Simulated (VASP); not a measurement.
# BaTe (Immm) in VASP: single point with HSE06

Aim: the single point of BaTe with HSE06.

Program: VASP 6.6.1. These are calculated values, not measurements. Logs are shortened: lines on timing, memory, paths and dates and some standing lists are left out, and cuts for length are marked.

## (1) The cell of the first run

It takes space group Immm (No. 71, orthorhombic). Conventional cell: a = 4.923 Å, b = 5.068 Å, c = 7.065 Å, α = 90.00°, β = 90.00°, γ = 90.00°. Ba (site symmetry mmm) has 6 Te at 3.53 Å within 4.6 Å. Te (site symmetry mmm) has 6 Ba at 3.53 Å within 4.6 Å.

## (2) Single point, HSE06 (shear xy strain +2.9%)

The input, POSCAR:

```
BaTe
1.0
    0.0510428811      3.5323793130      3.5323793130
    3.5323793130      0.0510428811      3.5323793130
    3.5834221941      3.5834221941      0.0000000000
Ba Te
1 1
Direct
    0.0000000000      0.0000000000      0.0000000000
    0.5000000000      0.5000000000      0.5000000000
```

The input, INCAR.step1:

```
ALGO = Normal
EDIFF = 1E-5
ENCUT = 520
GGA = PE
ISIF = 2
ISMEAR = 0
LASPH = True
LCHARG = False
LREAL = False
LWAVE = True
NBANDS = 15
NELM = 100
PREC = Accurate
SIGMA = 0.01
```

The input, INCAR.step2:

```
ALGO = Normal
EDIFF = 1E-6
ENCUT = 520
GGA = PE
HFSCREEN = 0.2079
ISIF = 2
ISMEAR = 0
ISTART = 1
LASPH = True
LCHARG = False
LHFCALC = True
LREAL = False
LWAVE = False
NBANDS = 15
NELM = 100
PREC = Accurate
PRECFOCK = Normal
SIGMA = 0.01
```

The input, KPOINTS:

```
k-points
0
Gamma
  4 4 4
```

Potentials or basis: VASP PAW PBE potentials, release 64 (Ba_sv, Te).

On the command line:

```
$ cat potpaw_PBE.64/Ba_sv/POTCAR potpaw_PBE.64/Te/POTCAR > POTCAR
$ cp INCAR.step1 INCAR
$ mpirun -np 1 vasp_std > vasp.out
$ cp INCAR.step2 INCAR
$ mpirun -np 1 vasp_std > vasp.out
```

OUTCAR:

```text
EDIFF = 1E-6
   ENCUT = 520
   GGA = PE
   HFSCREEN = 0.2079
   ISIF = 2
   ISMEAR = 0
   ISTART = 1
   LASPH = True
   LHFCALC = True
   LREAL = False
   NELM = 100
   PREC = Accurate
   PRECFOCK = Normal

 ion  position               nearest neighbor table
   1  0.000  0.000  0.000-   2 3.53   2 3.53   2 3.53   2 3.53   2 3.53   2 3.53
   2  0.500  0.500  0.500-   1 3.53   1 3.53   1 3.53   1 3.53   1 3.53   1 3.53

  LATTYP: Found a body centered orthorhombic cell.
 ALAT       =     4.9233531972
 B/A-ratio  =     1.0293237279
 C/A-ratio  =     1.4349485692

  Lattice vectors:

 A1 = (   3.5323793130,   0.0510428811,  -3.5323793130)
 A2 = (  -3.5323793130,  -0.0510428811,  -3.5323793130)
 A3 = (   0.0510428811,   3.5323793130,   3.5323793130)

Analysis of symmetry for initial positions (statically):
=====================================================================
 Subroutine PRICEL returns:
 Original cell was already a primitive cell.

 Routine SETGRP: Setting up the symmetry group for a
 body centered orthorhombic supercell.

 Subroutine GETGRP returns: Found  8 space group operations
 (whereof  8 operations were pure point group operations)
 out of a pool of  8 trial point group operations.

The static configuration has the point symmetry D_2h.

Analysis of symmetry for dynamics (positions and initial velocities):
=====================================================================
 Subroutine PRICEL returns:
 Original cell was already a primitive cell.

 Routine SETGRP: Setting up the symmetry group for a
 body centered orthorhombic supercell.

 Subroutine GETGRP returns: Found  8 space group operations
 (whereof  8 operations were pure point group operations)
 out of a pool of  8 trial point group operations.

The dynamic configuration has the point symmetry D_2h.

 Subroutine INISYM returns: Found  8 space group operations
 (whereof  8 operations are pure point group operations),
 and found     1 'primitive' translations

----------------------------------------------------------------------------------------

                                     Primitive cell

  volume of cell :      88.1336

  direct lattice vectors                    reciprocal lattice vectors
     0.051042881  3.532379313  3.532379313    -0.143623005  0.143623005  0.141547653
     3.532379313  0.051042881  3.532379313     0.143623005 -0.143623005  0.141547653
     3.583422194  3.583422194  0.000000000     0.139531424  0.139531424 -0.141547653

  length of vectors
     4.995799495  4.995799495  5.067724267     0.247569936  0.247569936  0.242845165

  position of ions in fractional coordinates (direct lattice)
     0.000000000  0.000000000  0.000000000
     0.500000000  0.500000000  0.500000000

  ion indices of the primitive-cell ions
   primitive index   ion index
                 1           1
                 2           2

----------------------------------------------------------------------------------------

 KPOINTS: k-points

Automatic generation of k-mesh.
 Grid dimensions read from file:
 generate k-points for:    4    4    4

 Generating k-lattice:

  Cartesian coordinates                     Fractional coordinates (reciprocal lattice)
    -0.035905751  0.035905751  0.035386913     0.250000000 -0.000000000  0.000000000
     0.035905751 -0.035905751  0.035386913    -0.000000000  0.250000000  0.000000000
     0.034882856  0.034882856 -0.035386913     0.000000000  0.000000000  0.250000000

  Length of vectors
     0.061892484  0.061892484  0.060711291

  Shift w.r.t. Gamma in fractional coordinates (k-lattice)
     0.000000000  0.000000000  0.000000000

 Subroutine IBZKPT returns following result:
 ===========================================

 Found     18 irreducible k-points:

 Following reciprocal coordinates:
            Coordinates               Weight
  0.000000  0.000000  0.000000      1.000000
  0.250000  0.000000  0.000000      4.000000
  0.500000  0.000000  0.000000      2.000000
  0.250000  0.250000  0.000000      2.000000
  0.500000  0.250000  0.000000      4.000000
 -0.250000  0.250000  0.000000      2.000000
[... 10 lines left out ...]
  0.250000  0.250000  0.500000      2.000000
 -0.250000  0.250000  0.500000      2.000000
   k-points           NKPTS =     18   k-points in BZ     NKDIM =     64   number of bands    NBANDS=     15
   number of dos      NEDOS =    301   number of ions     NIONS =      2
   total plane-waves  NPLWV =  64000
   dimension x,y,z NGX =    40 NGY =   40 NGZ =   40
   dimension x,y,z NGXF=    80 NGYF=   80 NGZF=   80
   ions per type =               1   1
   NGX,Y,Z   is equivalent  to a cutoff of  13.31, 13.31, 13.12 a.u.
   NGXF,Y,Z  is equivalent  to a cutoff of  26.62, 26.62, 26.24 a.u.
 SYSTEM =  unknown system
   PREC   = accura    normal or accurate (medium, high low for compatibility)
   ISTART =      1    job   : 0-new  1-cont  2-samecut
   ICHARG =      0    charge: 1-file 2-atom 10-const
   ISPIN  =      1    spin polarized calculation?
   LNONCOLLINEAR =      F non collinear calculations
   LSORBIT =      F    spin-orbit coupling
   LASPH  =      T    aspherical Exc in radial PAW
   ENCUT  =  520.0 eV  38.22 Ry    6.18 a.u.   9.29  9.29  9.42*2*pi/ulx,y,z
   NELM   =    100;   NELMIN=  2; NELMDL=  0     # of ELM steps
   EDIFF  = 0.1E-05   stopping-criterion for ELM
   LREAL  =      F    real-space projection
   EDIFFG = 0.1E-04   stopping-criterion for IOM
   NSW    =      0    number of steps for IOM
   IBRION =     -1    ionic relax: 0-MD 1-quasi-New 2-CG
   NFREE  =      0    steps in history (QN), initial steepest desc. (CG)
   ISIF   =      2    stress and relaxation
   ISYM   =      3    0-nonsym 1-usesym 2-fastsym
   POTIM  = 0.5000    time-step for ionic-motion
   TEBEG  =    0.0;   TEEND  =   0.0 temperature during run
   PSTRESS=    0.0 pullay stress
   NELECT =      16.0000    total number of electrons
   NUPDOWN=      -1.0000    fix difference up-down
   EMIN   =  10.00;   EMAX   =-10.00  energy-range for DOS
   EFERMI =   0.00;   METHOD = LEGACY
   ISMEAR =     0;   SIGMA  =   0.01  broadening in eV -4-tet -1-fermi 0-gaus
   EFERMI_NEDOS =   21; number of points for ismear=-14 and -15
   IALGO  =     38    algorithm
   IMIX   =      1    mixing-type and parameters
     AMIX     =   0.40;   BMIX     =  1.00
     AMIX_MAG =   1.60;   BMIX_MAG =  1.00
  volume/ion in A,a.u.               =      44.07       297.38
  Fermi-wavevector in a.u.,A,eV,Ry     =   0.926974  1.751728 11.691234  0.859281
  Thomas-Fermi vector in A             =   2.052994
   LORBIT       =      0    0 simple, 1 ext, 2 COOP (PROOUT), +10 PAW based schemes
   GGA     = PE    functional components
   LHFCALC =     T    Hartree Fock is set to
   PRECFOCK=normal    Normal, Fast or Accurate (Low or Medium for compatibility)
   ENCUT4O =  -1.0   cutoff for four orbital integrals eV
   NKREDX  =     1    reduce k-point grid by
   NKREDY  =     1    reduce k-point grid by
   NKREDZ  =     1    reduce k-point grid by
   AEXX    =    0.2500 exact exchange contribution
   HFSCREEN=    0.2079 screening length (either q_TF or 0.3 A-1)
   HFSCREENC=   0.2079 screening length for correlation (either q_TF or 0.3 A-1)
   ENCUTFOCK=  -1.0 apply spherical cutoff to Coloumb kernel
   IVDW    =     0    specifies the selected vdW correction
   LEPSILON=     F    determine dielectric tensor
   LRPA    =     F    only Hartree local field effects (RPA)
 non-spin polarized calculation
 Gauss-broadening in eV      SIGMA  =   0.01
  energy-cutoff  :      520.00
  volume of cell :       88.13
 maximum number of plane-waves:      2394
 NGX is ok and might be reduce to    40
  NGX = 28; NGY = 28; NGZ = 30

 number of electron      16.0000000 magnetization

 Free energy of the ion-electron system (eV)
  ---------------------------------------------------
  ext. energy  EPLUGINS =         0.00000000
  ---------------------------------------------------
  free energy    TOTEN  =        -9.79781929 eV

  energy without entropy =       -9.79781929  energy(sigma->0) =       -9.79781929

 E-fermi :   1.7123     XC(G=0):  -6.8288

 val. band max:        1.6473829001   @ k =   0.0000   0.0000   0.0000
 cond. band min:       3.8891589861   @ k =   0.5000   0.5000   0.0000
 fundamental gap:      2.2417760860
 Fermi energy:         1.7123101955

 k-point     1 :       0.0000    0.0000    0.0000
  band No.  band energies     occupation
      1     -27.4059      2.00000
      2     -11.4932      2.00000
      3     -11.4930      2.00000
      4     -11.4926      2.00000
      5      -8.7327      2.00000
      6       1.5470      2.00000
      7       1.5934      2.00000
      8       1.6474      2.00000
      9       5.1050      0.00000
     10       5.2804      0.00000
     11       5.4078      0.00000
     12       5.4849      0.00000
     13       5.9846      0.00000
     14       5.9854      0.00000
     15       9.4262      0.00000

 k-point     2 :       0.2500    0.0000    0.0000
  band No.  band energies     occupation
      1     -27.3991      2.00000
      2     -11.7295      2.00000
      3     -11.4992      2.00000
      4     -11.4954      2.00000
      5      -8.3321      2.00000
      6       0.2220      2.00000
      7       0.8681      2.00000
      8       0.9435      2.00000
      9       5.4897      0.00000
     10       6.0436      0.00000
     11       6.1647      0.00000
     12       7.1806      0.00000
     13       7.5517      0.00000
     14       7.5634      0.00000
     15      10.8454      0.00000
[... 257 lines left out ...]
      3     -11.5876      2.00000
      4     -11.5031      2.00000
      5      -8.1419      2.00000
      6      -0.3084      2.00000
      7       0.6182      2.00000
      8       0.7726      2.00000
      9       6.2942      0.00000
     10       6.6390      0.00000
     11       6.6469      0.00000
     12       7.0958      0.00000
     13       8.2053      0.00000
     14       9.9197      0.00000
     15      10.8988      0.00000

 k-point    18 :      -0.2500    0.2500    0.5000
  band No.  band energies     occupation
      1     -27.3885      2.00000
      2     -11.6549      2.00000
      3     -11.6453      2.00000
      4     -11.6248      2.00000
      5      -8.2825      2.00000
      6       0.2801      2.00000
      7       0.5553      2.00000
      8       0.6114      2.00000
      9       5.9253      0.00000
     10       5.9652      0.00000
     11       7.2275      0.00000
     12       7.5856      0.00000
     13       8.3810      0.00000
     14      10.5903      0.00000
     15      10.6758      0.00000

------------------------ aborting loop because EDIFF is reached ----------------------------------------

  FORCE on cell =-STRESS in cart. coord.  units (eV):
  Direction    XX          YY          ZZ          XY          YZ          ZX
  --------------------------------------------------------------------------------------
  -------------------------------------------------------------------------------------
  Total       -0.0105562     -0.0105562     -0.0169052     -0.1960261      0.0000000      0.0000000
  in kB       -0.1919016     -0.1919016     -0.3073196     -3.5635531      0.0000000      0.0000000
  external PRESSURE =      -0.2303743 kB  Pullay stress =       0.0000000 kB

 VOLUME and BASIS-vectors are now :
 -----------------------------------------------------------------------------
  energy-cutoff  :      520.00
  volume of cell :       88.13
      direct lattice vectors                 reciprocal lattice vectors
     0.051042881  3.532379313  3.532379313    -0.143623005  0.143623005  0.141547653
     3.532379313  0.051042881  3.532379313     0.143623005 -0.143623005  0.141547653
     3.583422194  3.583422194  0.000000000     0.139531424  0.139531424 -0.141547653

 POSITION                                       TOTAL-FORCE (eV/Angst)
 -----------------------------------------------------------------------------------
      0.00000      0.00000      0.00000         0.000000      0.000000     -0.000000
      3.58342      3.58342      3.53238        -0.000000      0.000000      0.000000
 -----------------------------------------------------------------------------------
    total drift:                                0.000000     -0.000000     -0.000001

  FREE ENERGIE OF THE ION-ELECTRON SYSTEM (eV)
  ---------------------------------------------------
  free  energy   TOTEN  =        -9.7978192887 eV

  energy  without entropy=       -9.7978192887  energy(sigma->0) =       -9.79781929
```

It took 21 min on 1 thread of Intel Xeon Platinum 8375C at 2.90GHz (Ice Lake), shared host; peak memory 0.36 GiB.

What came out:

| Quantity | Value |
| --- | --- |
| Free energy | -9.7978 eV |
| Pressure | 0.0 GPa |
| Band gap on the k mesh | 2.24 eV (least direct gap 2.65 eV) |

Caveat: the cell differs from its parent crystal (shear xy strain +2.9%); the PAW data sets were made with another functional, which shifts forces and pressure a little; spin-orbit coupling is left out, which moves the levels of the heavy elements. A k mesh can miss the band edges.
